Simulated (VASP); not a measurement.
# Mg2C3 (C2/m) in VASP: notebook, part 2 of 2

VASP 6.6.1. Earlier steps stand in the parts before.

## 3. Relaxation of cell and atoms, PBE+D3(BJ)

This run uses another cell than the first one, of 11.03 Å³/atom.

Input file INCAR:

```
  PREC = Accurate
  ENCUT = 600
  EDIFF = 1E-6
  ISMEAR = 0
  SIGMA = 0.02
  LREAL = F
  LASPH = T
  NELM = 100
  ALGO = Normal
  ISIF = 3
  LWAVE = F
  LCHARG = F
  GGA = PE
  IVDW = 12
  IBRION = 2
  NSW = 70
  EDIFFG = -0.02
```

Input file KPOINTS:

```
regular mesh
0
Gamma
  8 8 6
```

Input file POSCAR:

```
Mg2C3
1.0
    2.4143996597     -2.3499947540     -0.0033061948
    2.4143996597      2.3499947540     -0.0033061948
   -1.2331265393      0.0000000000      4.8601575087
Mg C
2 3
Direct
    0.8095596818      0.8095596818      0.1986989181
    0.1904403182      0.1904403182      0.8013010819
    0.3011181164      0.3011181164      0.2630436042
    0.6988818836      0.6988818836      0.7369563958
    0.5000000000      0.5000000000      0.5000000000
```

Potentials or basis: VASP PAW PBE potentials, release 64 (Mg, C).

Launch:

```console
$ cat potpaw_PBE.64/Mg/POTCAR potpaw_PBE.64/C/POTCAR > POTCAR
$ mpirun -np 1 vasp_std > vasp.out
```

OUTCAR:

```text
PREC = Accurate
   ENCUT = 600
   EDIFF = 1E-6
   ISMEAR = 0
   LREAL = F
   LASPH = T
   NELM = 100
   ISIF = 3
   GGA = PE
   IVDW = 12
   IBRION = 2
   NSW = 70
   EDIFFG = -0.02
 IVDW          = 12

 ion  position               nearest neighbor table
   1  0.810  0.810  0.199-   4 2.24   3 2.32   5 2.37   3 2.37   3 2.37   3 2.55   5 2.82   5 2.82
                             2 3.03   2 3.04   2 3.04   2 3.12   2 3.16
   2  0.190  0.190  0.801-   3 2.24   4 2.32   5 2.37   4 2.37   4 2.37   4 2.55   5 2.82   5 2.82
                             1 3.03   1 3.04   1 3.04   1 3.12   1 3.16
   3  0.301  0.301  0.263-   5 1.33   2 2.24   1 2.32   1 2.37   1 2.37   1 2.55
   4  0.699  0.699  0.737-   5 1.33   1 2.24   2 2.32   2 2.37   2 2.37   2 2.55
   5  0.500  0.500  0.500-   3 1.33   4 1.33   1 2.37   2 2.37   2 2.82   2 2.82   1 2.82   1 2.82

  LATTYP: Found a base centered monoclinic cell.
 ALAT       =     4.8288038468
 B/A-ratio  =     0.9733237582
 C/A-ratio  =     1.0383841082
 COS(beta)  =    -0.2472562492

  Lattice vectors:

 A1 = (   2.4143996597,  -2.3499947540,  -0.0033061948)
 A2 = (   2.4143996597,   2.3499947540,  -0.0033061948)
 A3 = (  -1.2331265393,   0.0000000000,   4.8601575087)

Analysis of symmetry for initial positions (statically):
=====================================================================
 Subroutine PRICEL returns:
 Original cell was already a primitive cell.

 Routine SETGRP: Setting up the symmetry group for a
 base centered monoclinic supercell.

 Subroutine GETGRP returns: Found  4 space group operations
 (whereof  4 operations were pure point group operations)
 out of a pool of  4 trial point group operations.

The static configuration has the point symmetry C_2h.

Analysis of symmetry for dynamics (positions and initial velocities):
=====================================================================
 Subroutine PRICEL returns:
 Original cell was already a primitive cell.

 Routine SETGRP: Setting up the symmetry group for a
 base centered monoclinic supercell.

 Subroutine GETGRP returns: Found  4 space group operations
 (whereof  4 operations were pure point group operations)
 out of a pool of  4 trial point group operations.

The dynamic configuration has the point symmetry C_2h.

 Subroutine INISYM returns: Found  4 space group operations
 (whereof  4 operations are pure point group operations),
 and found     1 'primitive' translations

----------------------------------------------------------------------------------------

                                     Primitive cell

  volume of cell :      55.1322

  direct lattice vectors                    reciprocal lattice vectors
     2.414399660 -2.349994754 -0.003306195     0.207162794 -0.212766432  0.052561658
     2.414399660  2.349994754 -0.003306195     0.207162794  0.212766432  0.052561658
    -1.233126539  0.000000000  4.860157509     0.000281851  0.000000000  0.205826160

  length of vectors
     3.369245018  3.369245018  5.014153176     0.301577031  0.301577031  0.205826353

  position of ions in fractional coordinates (direct lattice)
     0.809559682  0.809559682  0.198698918
     0.190440318  0.190440318  0.801301082
     0.301118116  0.301118116  0.263043604
     0.698881884  0.698881884  0.736956396
     0.500000000  0.500000000  0.500000000

  ion indices of the primitive-cell ions
   primitive index   ion index
                 1           1
                 2           2
                 3           3
                 4           4
                 5           5

----------------------------------------------------------------------------------------

[... 25 lines left out ...]
            Coordinates               Weight
  0.000000  0.000000  0.000000      1.000000
  0.125000 -0.000000  0.000000      4.000000
  0.250000 -0.000000  0.000000      4.000000
  0.375000  0.000000 -0.000000      4.000000
  0.500000 -0.000000  0.000000      2.000000
  0.125000  0.125000  0.000000      2.000000
[... 16 lines left out ...]
  0.125000 -0.000000  0.166667      4.000000
  0.250000 -0.000000  0.166667      4.000000
 [... further k-points ...]
   k-points           NKPTS =    114   k-points in BZ     NKDIM =    114   number of bands    NBANDS=     12
   number of dos      NEDOS =    301   number of ions     NIONS =      5
   total plane-waves  NPLWV =  31360
   dimension x,y,z NGX =    28 NGY =   28 NGZ =   40
   dimension x,y,z NGXF=    56 NGYF=   56 NGZF=   80
   ions per type =               2   3
   NGX,Y,Z   is equivalent  to a cutoff of  13.82, 13.82, 13.26 a.u.
   NGXF,Y,Z  is equivalent  to a cutoff of  27.63, 27.63, 26.52 a.u.
 SYSTEM =  unknown system
   PREC   = accura    normal or accurate (medium, high low for compatibility)
   ISTART =      0    job   : 0-new  1-cont  2-samecut
   ICHARG =      2    charge: 1-file 2-atom 10-const
   ISPIN  =      1    spin polarized calculation?
   LNONCOLLINEAR =      F non collinear calculations
   LSORBIT =      F    spin-orbit coupling
   LASPH  =      T    aspherical Exc in radial PAW
   ENCUT  =  600.0 eV  44.10 Ry    6.64 a.u.   6.73  6.73 10.01*2*pi/ulx,y,z
   NELM   =    100;   NELMIN=  2; NELMDL= -5     # of ELM steps
   EDIFF  = 0.1E-05   stopping-criterion for ELM
   LREAL  =      F    real-space projection
   EDIFFG = -.2E-01   stopping-criterion for IOM
   NSW    =     70    number of steps for IOM
   IBRION =      2    ionic relax: 0-MD 1-quasi-New 2-CG
   NFREE  =      1    steps in history (QN), initial steepest desc. (CG)
   ISIF   =      3    stress and relaxation
   ISYM   =      2    0-nonsym 1-usesym 2-fastsym
   POTIM  = 0.5000    time-step for ionic-motion
   TEBEG  =    0.0;   TEEND  =   0.0 temperature during run
   PSTRESS=    0.0 pullay stress
   NELECT =      16.0000    total number of electrons
   NUPDOWN=      -1.0000    fix difference up-down
   EMIN   =  10.00;   EMAX   =-10.00  energy-range for DOS
   EFERMI =   0.00;   METHOD = LEGACY
   ISMEAR =     0;   SIGMA  =   0.02  broadening in eV -4-tet -1-fermi 0-gaus
   EFERMI_NEDOS =   21; number of points for ismear=-14 and -15
   IALGO  =     38    algorithm
   IMIX   =      4    mixing-type and parameters
     AMIX     =   0.40;   BMIX     =  1.00
     AMIX_MAG =   1.60;   BMIX_MAG =  1.00
  volume/ion in A,a.u.               =      11.03        74.41
  Fermi-wavevector in a.u.,A,eV,Ry     =   1.083876  2.048229 15.983955  1.174788
  Thomas-Fermi vector in A             =   2.219953
   LORBIT       =      0    0 simple, 1 ext, 2 COOP (PROOUT), +10 PAW based schemes
   GGA     = PE    functional components
   LHFCALC =     F    Hartree Fock is set to
   AEXX    =    0.0000 exact exchange contribution
   IVDW    =    12    specifies the selected vdW correction
   LEPSILON=     F    determine dielectric tensor
   LRPA    =     F    only Hartree local field effects (RPA)
 conjugate gradient relaxation of ions
 non-spin polarized calculation
 Gauss-broadening in eV      SIGMA  =   0.02
  energy-cutoff  :      600.00
  volume of cell :       55.13
 maximum number of plane-waves:      1860
   NGX = 13   NGY = 13   NGZ = 21

--------------------------------------- Ionic step        1  -------------------------------------------

 number of electron      15.9999998 magnetization

 Free energy of the ion-electron system (eV)
  ---------------------------------------------------
  ext. energy  EPLUGINS =         0.00000000
  ---------------------------------------------------
  free energy    TOTEN  =       -29.62651672 eV

  energy without entropy =      -29.62651672  energy(sigma->0) =      -29.62651672

------------------------ aborting loop because EDIFF is reached ----------------------------------------

 Edisp (eV)   -1.18885

 E8    (eV) :    -0.4552
[... 249 lines left out ...]
--------------------------------------- Ionic step        7  -------------------------------------------

 number of electron      15.9999999 magnetization

 Free energy of the ion-electron system (eV)
  ---------------------------------------------------
  ext. energy  EPLUGINS =         0.00000000
  ---------------------------------------------------
  free energy    TOTEN  =       -29.60767920 eV

  energy without entropy =      -29.60767920  energy(sigma->0) =      -29.60767920

 E-fermi :   4.9342     XC(G=0): -10.5160

 val. band max:        4.8290389993   @ k =  -0.0000  -0.0000   0.5000
 cond. band min:       6.5238372639   @ k =   0.5000   0.5000   0.0000
 fundamental gap:      1.6947982646
 Fermi energy:         4.9342008277

 k-point     1 :       0.0000    0.0000    0.0000
  band No.  band energies     occupation
      1     -11.3240      2.00000
      2      -7.3292      2.00000
      3      -2.7265      2.00000
      4       0.6985      2.00000
      5       1.4559      2.00000
      6       1.8346      2.00000
      7       3.3372      2.00000
      8       4.1121      2.00000
      9       8.3939      0.00000
     10       8.4013      0.00000
     11       8.9369      0.00000
     12      12.4984      0.00000
[... 331 lines left out ...]
 k-point    24 :       0.2500   -0.0000    0.1667
  band No.  band energies     occupation
      1     -10.9555      2.00000
      2      -7.4708      2.00000
      3      -1.6475      2.00000
      4      -0.9739      2.00000
      5       0.5512      2.00000
      6       1.3987      2.00000
      7       3.4840      2.00000
      8       4.4076      2.00000
      9       8.1929      0.00000
     10       9.0427      0.00000
     11       9.3089      0.00000
     12      12.4399      0.00000

 [... further k-points ...]

------------------------ aborting loop because EDIFF is reached ----------------------------------------

 Edisp (eV)   -1.23229

 E8    (eV) :    -0.4716
[... 28 lines left out ...]
  FREE ENERGIE OF THE ION-ELECTRON SYSTEM (eV)
  ---------------------------------------------------
  free  energy   TOTEN  =       -30.8399703512 eV

  energy  without entropy=      -30.8399703512  energy(sigma->0) =      -30.83997035

 reached required accuracy - stopping structural energy minimisation
```

OSZICAR:

```text
N       E                     dE             d eps       ncg     rms          rms(c)
DAV:   1     0.533965340295E+02    0.53397E+02   -0.76727E+03  2736   0.129E+03
DAV:   2    -0.284155142447E+02   -0.81812E+02   -0.76051E+02  3904   0.203E+02
DAV:   3    -0.337509149602E+02   -0.53354E+01   -0.52914E+01  3456   0.566E+01
DAV:   4    -0.338285468047E+02   -0.77632E-01   -0.77560E-01  3236   0.774E+00
[... 50 lines left out ...]
DAV:   1    -0.296077582985E+02   -0.29656E-03   -0.14580E-02  2940   0.103E+00    0.476E-02
DAV:   2    -0.296077031699E+02    0.55129E-04   -0.23241E-04  3508   0.134E-01    0.261E-02
DAV:   3    -0.296076805818E+02    0.22588E-04   -0.53004E-05  3428   0.535E-02    0.695E-03
DAV:   4    -0.296076793976E+02    0.11841E-05   -0.47003E-06  3276   0.196E-02    0.287E-03
DAV:   5    -0.296076792047E+02    0.19296E-06   -0.79149E-07  1884   0.694E-03
   7 F= -.30839970E+02 E0= -.30839970E+02  d E =-.414562E-03
```

It took 4.9 min on 1 thread of Intel Xeon Platinum 8259CL at 2.50GHz (Skylake/Cascade Lake), shared host; peak memory 0.26 GiB.

Results:

```
Free energy                           : -30.8400 eV
Relaxed volume                        : 10.64 Å³/atom
Relaxed cell                          : a = 3.322 Å, b = 3.322 Å, c = 4.969 Å, α = 99.95°, β = 99.95°, γ = 88.35°
Space group after relaxing (to 0.1 Å) : C2/m (No. 12)
Energy gained by relaxing             : 4.9 meV/atom
Ionic steps                           : 7
Pressure after relaxing               : -0.1 GPa
Largest force after relaxing          : 0.012 eV/Å
Band gap on the k mesh                : 1.69 eV (least direct gap 2.41 eV)
Dispersion energy per atom            : -0.246 eV
```

Forces on the atoms (eV/Å):
```
Mg  -0.011  0.000 -0.004
Mg   0.011  0.000  0.004
C    0.009  0.000 -0.008
C   -0.009  0.000  0.008
C    0.000  0.000  0.000
```

Step by step:
| step | energy change (eV) | largest force (eV/Å) | pressure (GPa) | volume (Å³) |
| --- | --- | --- | --- | --- |
| 1 | 0.0000 | 0.0661 | -3.73 | 55.13 |
| 2 | -0.0196 | 0.4756 | 1.27 | 53.11 |
| 3 | -0.0205 | 0.4076 | 0.35 | 53.45 |
| 4 | 0.0044 | 1.1940 | -0.62 | 52.46 |
| 5 | -0.0242 | 0.0565 | 0.03 | 53.19 |
| 6 | -0.0245 | 0.0309 | -0.02 | 53.20 |
| 7 | -0.0246 | 0.0116 | -0.09 | 53.20 |

Final structure:
```xyz
5
Lattice="2.3828 -2.3151 0.0033 2.3828 2.3151 0.0033 -1.2038 0.0000 4.8205" Properties=species:S:1:pos:R:3 pbc="T T T"
Mg    3.6168    0.0000    0.9673
Mg   -0.0549    0.0000    3.8598
C     1.1160    0.0000    1.2648
C     2.4459    0.0000    3.5624
C     1.7810    0.0000    2.4136
```

Levels at points of the mesh, in eV from the valence-band top:
| k point | band 5 | band 6 | band 7 | band 8 | band 9 | band 10 | band 11 | band 12 |
| --- | --- | --- | --- | --- | --- | --- | --- | --- |
| (0.00, 0.00, 0.00) | -3.37 | -2.99 | -1.49 | -0.72 | 3.56 | 3.57 | 4.11 | 7.67 |
| (0.50, 0.00, 0.00) | -4.82 | -3.22 | -3.20 | -0.16 | 2.98 | 4.63 | 6.43 | 6.82 |
| (0.50, 0.50, 0.00) | -5.48 | -3.79 | -2.44 | -1.24 | 1.69 | 2.11 | 3.14 | 5.59 |
| (0.00, 0.00, 0.50) | -3.82 | -3.55 | -0.96 | 0.00 | 3.14 | 3.44 | 4.25 | 5.87 |
| (0.50, 0.00, 0.50) | -4.11 | -3.16 | -1.34 | -0.24 | 2.16 | 3.87 | 5.92 | 6.77 |
| (0.50, 0.50, 0.50) | -5.22 | -3.99 | -3.02 | -2.09 | 2.07 | 3.57 | 5.50 | 6.70 |

A k mesh can miss the band edges.
